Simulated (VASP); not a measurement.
# MnI3 (Pm-3m) in VASP: single point with PBE+U

Aim: the single point of MnI3 with PBE+U.

Program: VASP 6.6.1. These are calculated values, not measurements. Logs are shortened: lines on timing, memory, paths and dates and some standing lists are left out, and cuts for length are marked.

### Step 1. The cell of the first run

The structure is cubic, space group Pm-3m (No. 221). Conventional cell: a = 5.935 Å, b = 5.935 Å, c = 5.935 Å, α = 90.00°, β = 90.00°, γ = 90.00°. Mn (site symmetry m-3m) has 6 I at 2.97 Å within 3.9 Å. I (site symmetry 4/mmm) has 2 Mn at 2.97 Å within 3.9 Å.

### Step 2. Single point, PBE+U, collinear spin (52.26 Å³/atom)

File INCAR:

```
SYSTEM = MnI3
PREC     = Accurate       ! precision mode
ENCUT    = 520            ! plane-wave cutoff, eV
EDIFF    = 1E-7           ! SCF threshold, eV
ISMEAR   = 0              ! smearing method
SIGMA    = 0.05           ! smearing width, eV
LREAL    = .False.        ! projectors in reciprocal space
LASPH    = .True.         ! aspherical terms in the spheres
NELM     = 150            ! most SCF steps
ALGO     = Normal         ! electronic algorithm
ISIF     = 2              ! what is computed and relaxed
LWAVE    = .False.        ! write WAVECAR
LCHARG   = .True.         ! write CHGCAR
ISPIN    = 2              ! spin polarisation
MAGMOM   = 5.15 -0.16 -0.16 -0.16 ! initial moments
LORBIT   = 11             ! projections on sites
LMAXMIX  = 4              ! l up to which the mixer works
LDAU     = .True.         ! DFT+U
LDAUTYPE = 2            
LDAUL    = 2 -1           ! shell
LDAUU    = 3.9 0          ! U, eV
LDAUJ    = 0 0          
LDAUPRINT= 1            
GGA      = PE             ! functional
LELF     = .True.         ! ELF
LVHAR    = .True.       
NBANDS   = 29             ! bands
```

File KPOINTS:

```
Automatic mesh
0
Gamma
  6 6 6
  0 0 0
```

File POSCAR:

```
MnI3
1.0
    5.9348899247      0.0000000000      0.0000000000
    0.0000000000      5.9348899247      0.0000000000
    0.0000000000      0.0000000000      5.9348899247
Mn I
1 3
Direct
    0.0000000000      0.0000000000      0.0000000000
    0.5000000000      0.0000000000      0.0000000000
    0.0000000000      0.0000000000      0.5000000000
    0.0000000000      0.5000000000      0.0000000000
```

Potentials or basis: VASP PAW PBE potentials, release 64 (Mn_pv, I).

The run is started by

```bash
> cat potpaw_PBE.64/Mn_pv/POTCAR potpaw_PBE.64/I/POTCAR > POTCAR
> mpirun -np 1 vasp_std > vasp.out
```

OUTCAR:

```text
SYSTEM = MnI3
   PREC = Accurate
   ENCUT = 520
   EDIFF = 1E-7
   ISMEAR = 0
   LREAL = .False.
   LASPH = .True.
   NELM = 150
   ISIF = 2
   ISPIN = 2
   LORBIT = 11
   GGA = PE

 ion  position               nearest neighbor table
   1  0.000  0.000  0.000-   2 2.97   3 2.97   4 2.97   3 2.97   4 2.97   2 2.97
   2  0.500  0.000  0.000-   1 2.97   1 2.97
   3  0.000  0.000  0.500-   1 2.97   1 2.97
   4  0.000  0.500  0.000-   1 2.97   1 2.97

  LATTYP: Found a simple cubic cell.
 ALAT       =     5.9348899247

  Lattice vectors:

 A1 = (   5.9348899247,   0.0000000000,   0.0000000000)
 A2 = (   0.0000000000,   5.9348899247,   0.0000000000)
 A3 = (   0.0000000000,   0.0000000000,   5.9348899247)

Analysis of symmetry for initial positions (statically):
=====================================================================
 Subroutine PRICEL returns:
 Original cell was already a primitive cell.

 Routine SETGRP: Setting up the symmetry group for a
 simple cubic supercell.

 Subroutine GETGRP returns: Found 48 space group operations
 (whereof 48 operations were pure point group operations)
 out of a pool of 48 trial point group operations.

The static configuration has the point symmetry O_h .

Analysis of symmetry for dynamics (positions and initial velocities):
=====================================================================
 Subroutine PRICEL returns:
 Original cell was already a primitive cell.

 Routine SETGRP: Setting up the symmetry group for a
 simple cubic supercell.

 Subroutine GETGRP returns: Found 48 space group operations
 (whereof 48 operations were pure point group operations)
 out of a pool of 48 trial point group operations.

The dynamic configuration has the point symmetry O_h .

Analysis of structural, dynamic, and magnetic symmetry:
=====================================================================
 Subroutine PRICEL returns:
 Original cell was already a primitive cell.

 Routine SETGRP: Setting up the symmetry group for a
 simple cubic supercell.

 Subroutine GETGRP returns: Found 48 space group operations
 (whereof 48 operations were pure point group operations)
 out of a pool of 48 trial point group operations.

The overall configuration has the point symmetry O_h .

 Subroutine INISYM returns: Found 48 space group operations
 (whereof 48 operations are pure point group operations),
 and found     1 'primitive' translations

----------------------------------------------------------------------------------------

                                     Primitive cell

  volume of cell :     209.0441

  direct lattice vectors                    reciprocal lattice vectors
     5.934889925  0.000000000  0.000000000     0.168495122  0.000000000  0.000000000
     0.000000000  5.934889925  0.000000000     0.000000000  0.168495122  0.000000000
     0.000000000  0.000000000  5.934889925     0.000000000  0.000000000  0.168495122

  length of vectors
     5.934889925  5.934889925  5.934889925     0.168495122  0.168495122  0.168495122

  position of ions in fractional coordinates (direct lattice)
     0.000000000  0.000000000  0.000000000
     0.500000000  0.000000000  0.000000000
     0.000000000  0.000000000  0.500000000
     0.000000000  0.500000000  0.000000000

  ion indices of the primitive-cell ions
   primitive index   ion index
                 1           1
                 2           2
                 3           3
                 4           4

----------------------------------------------------------------------------------------

 KPOINTS: Automatic mesh

Automatic generation of k-mesh.
 Grid dimensions read from file:
 generate k-points for:    6    6    6

 Generating k-lattice:

  Cartesian coordinates                     Fractional coordinates (reciprocal lattice)
     0.028082520  0.000000000  0.000000000     0.166666667  0.000000000  0.000000000
[... 76 lines left out ...]
  Fermi-wavevector in a.u.,A,eV,Ry     =   0.893625  1.688706 10.865136  0.798565
  Thomas-Fermi vector in A             =   2.015726
   LORBIT       =     11    0 simple, 1 ext, 2 COOP (PROOUT), +10 PAW based schemes
 LDA+U is selected, type is set to LDAUTYPE =  2
   angular momentum for each species LDAUL =     2   -1
   U (eV)           for each species LDAUU =   3.9  0.0
   J (eV)           for each species LDAUJ =   0.0  0.0
   GGA     = PE    functional components
   LHFCALC =     F    Hartree Fock is set to
   AEXX    =    0.0000 exact exchange contribution
   IVDW    =     0    specifies the selected vdW correction
   LEPSILON=     F    determine dielectric tensor
   LRPA    =     F    only Hartree local field effects (RPA)
 spin polarized calculation
 Gauss-broadening in eV      SIGMA  =   0.05
  energy-cutoff  :      520.00
  volume of cell :      209.04
 maximum number of plane-waves:      5668
 NGX is ok and might be reduce to    48
   NGX = 23   NGY = 23   NGZ = 23

atom =   1  type =  1  l = 2

 onsite density matrix

spin component  1

  0.9392 -0.0000  0.0000 -0.0000  0.0000
 -0.0000  0.9392  0.0000 -0.0000 -0.0000
  0.0000  0.0000  0.9362  0.0000 -0.0000
 -0.0000 -0.0000  0.0000  0.9392  0.0000
  0.0000 -0.0000 -0.0000  0.0000  0.9362

spin component  2

  0.0160  0.0000  0.0000  0.0000 -0.0000
  0.0000  0.0160 -0.0000  0.0000 -0.0000
  0.0000 -0.0000  0.0585  0.0000  0.0000
  0.0000  0.0000  0.0000  0.0160 -0.0000
 -0.0000 -0.0000  0.0000 -0.0000  0.0585

 occupancies and eigenvectors

  o =  0.0160  v =  0.0000  0.0000  0.0000  0.0000  0.0000  0.0000 -1.0000  0.0000 -0.0059 -0.0000      0.0000  0.0000  0.0000  0.0000  0.0000  0.0000  0.0000  0.0000  0.0000  0.0000
  o =  0.0160  v =  0.0000  0.0000  0.0000  0.0000  0.0000  0.0000 -0.0059 -0.0000  1.0000 -0.0000      0.0000  0.0000  0.0000  0.0000  0.0000  0.0000  0.0000  0.0000  0.0000  0.0000
  o =  0.0160  v =  0.0000  0.0000  0.0000  0.0000  0.0000  1.0000  0.0000  0.0000  0.0000  0.0000      0.0000  0.0000  0.0000  0.0000  0.0000  0.0000  0.0000  0.0000  0.0000  0.0000
  o =  0.0585  v =  0.0000  0.0000  0.0000  0.0000  0.0000  0.0000  0.0000  0.9950  0.0000 -0.0995      0.0000  0.0000  0.0000  0.0000  0.0000  0.0000  0.0000  0.0000  0.0000  0.0000
  o =  0.0585  v =  0.0000  0.0000  0.0000  0.0000  0.0000  0.0000  0.0000  0.0995  0.0000  0.9950      0.0000  0.0000  0.0000  0.0000  0.0000  0.0000  0.0000  0.0000  0.0000  0.0000
  o =  0.9362  v =  0.0000  0.0000  0.0840 -0.0000 -0.9965  0.0000  0.0000  0.0000  0.0000  0.0000      0.0000  0.0000  0.0000  0.0000  0.0000  0.0000  0.0000  0.0000  0.0000  0.0000
  o =  0.9362  v =  0.0000  0.0000  0.9965 -0.0000  0.0840  0.0000  0.0000  0.0000  0.0000  0.0000      0.0000  0.0000  0.0000  0.0000  0.0000  0.0000  0.0000  0.0000  0.0000  0.0000
  o =  0.9392  v =  0.0000 -0.4016  0.0000  0.9158 -0.0000  0.0000  0.0000  0.0000  0.0000  0.0000      0.0000  0.0000  0.0000  0.0000  0.0000  0.0000  0.0000  0.0000  0.0000  0.0000
  o =  0.9392  v =  1.0000  0.0000  0.0000  0.0000  0.0000  0.0000  0.0000  0.0000  0.0000  0.0000      0.0000  0.0000  0.0000  0.0000  0.0000  0.0000  0.0000  0.0000  0.0000  0.0000
  o =  0.9392  v =  0.0000 -0.9158  0.0000 -0.4016  0.0000  0.0000  0.0000  0.0000  0.0000  0.0000      0.0000  0.0000  0.0000  0.0000  0.0000  0.0000  0.0000  0.0000  0.0000  0.0000

 number of electron      33.9999988 magnetization       4.2845217

 Free energy of the ion-electron system (eV)
  ---------------------------------------------------
  ext. energy  EPLUGINS =         0.00000000
  ---------------------------------------------------
  free energy    TOTEN  =       -12.75180097 eV

  energy without entropy =      -12.74712859  energy(sigma->0) =      -12.74946478

 E-fermi :  -0.2203     XC(G=0):  -6.6761

 val. band max:       -0.2390212014   @ k =   0.5000   0.3333   0.1667
 cond. band min:      -0.2202610116   @ k =   0.5000   0.3333   0.3333
 fundamental gap:      0.0187601898
 Fermi energy:        -0.2202901472

 spin component 1

 k-point     1 :       0.0000    0.0000    0.0000
  band No.  band energies     occupation
      1     -50.8383      1.00000
      2     -50.8383      1.00000
      3     -50.8383      1.00000
      4     -11.8633      1.00000
      5     -11.2424      1.00000
      6     -11.2424      1.00000
[... 629 lines left out ...]
     28       8.6418      0.00000
     29       8.7849      0.00000
 Fermi energy:        -0.2202901472

 spin component 2

 k-point     1 :       0.0000    0.0000    0.0000
  band No.  band energies     occupation
      1     -45.9293      1.00000
      2     -45.9293      1.00000
      3     -45.9293      1.00000
      4     -11.9571      1.00000
      5     -11.3342      1.00000
      6     -11.3342      1.00000
[... 629 lines left out ...]
     28       8.7059      0.00000
     29       8.7663      0.00000

------------------------ aborting loop because EDIFF is reached ----------------------------------------

  FORCE on cell =-STRESS in cart. coord.  units (eV):
  Direction    XX          YY          ZZ          XY          YZ          ZX
  --------------------------------------------------------------------------------------
  -------------------------------------------------------------------------------------
  Total       -1.8109106     -1.8109106     -1.8109106      0.0000000      0.0000000      0.0000000
  in kB      -13.8793646    -13.8793646    -13.8793646      0.0000000      0.0000000      0.0000000
  external PRESSURE =     -13.8793646 kB  Pullay stress =       0.0000000 kB

 VOLUME and BASIS-vectors are now :
 -----------------------------------------------------------------------------
  energy-cutoff  :      520.00
  volume of cell :      209.04
      direct lattice vectors                 reciprocal lattice vectors
     5.934889925  0.000000000  0.000000000     0.168495122  0.000000000  0.000000000
     0.000000000  5.934889925  0.000000000     0.000000000  0.168495122  0.000000000
     0.000000000  0.000000000  5.934889925     0.000000000  0.000000000  0.168495122

 POSITION                                       TOTAL-FORCE (eV/Angst)
 -----------------------------------------------------------------------------------
      0.00000      0.00000      0.00000         0.000000      0.000000      0.000000
      2.96744      0.00000      0.00000         0.000000      0.000000      0.000000
      0.00000      0.00000      2.96744         0.000000      0.000000      0.000000
      0.00000      2.96744      0.00000         0.000000      0.000000      0.000000
 -----------------------------------------------------------------------------------
    total drift:                               -0.000000     -0.000000      0.000000

  FREE ENERGIE OF THE ION-ELECTRON SYSTEM (eV)
  ---------------------------------------------------
  free  energy   TOTEN  =       -12.7518009658 eV

  energy  without entropy=      -12.7471285852  energy(sigma->0) =      -12.74946478

 total charge

# of ion       s       p       d       tot
------------------------------------------
    1        0.207   6.119   4.840  11.166
    2        1.512   2.736   0.007   4.255
    3        1.512   2.736   0.007   4.255
    4        1.512   2.736   0.007   4.255
--------------------------------------------------
tot          4.742  14.327   4.862  23.932

 magnetization (x)

# of ion       s       p       d       tot
------------------------------------------
    1        0.051   0.031   4.515   4.597
    2        0.001  -0.134   0.002  -0.131
    3        0.001  -0.134   0.002  -0.131
    4        0.001  -0.134   0.002  -0.131
--------------------------------------------------
tot          0.055  -0.373   4.522   4.204
```

Wall time 7.1 min (1 thread of AMD EPYC 7R13 (Zen 3), shared host); peak memory 0.47 GiB.

What came out:

```yaml
Free_energy: -12.7518 eV
Pressure: -1.4 GPa
Net_moment: 4.28 μB per cell
Site_moments: Mn +4.60; I -0.13 μB
Valence_electrons_inside_the_program's_atomic_spheres: Mn 11.17; I 4.25
```

Eigenvalues of the final occupation matrices:
| site | spin | trace | eigenvalues |
| --- | --- | --- | --- |
| site 1 d | 1 | 4.69 | 0.94 0.94 0.94 0.94 0.94 |
| site 1 d | 2 | 0.17 | 0.02 0.02 0.02 0.06 0.06 |

Caveat: spin-orbit coupling is left out, which moves the levels of the heavy elements.
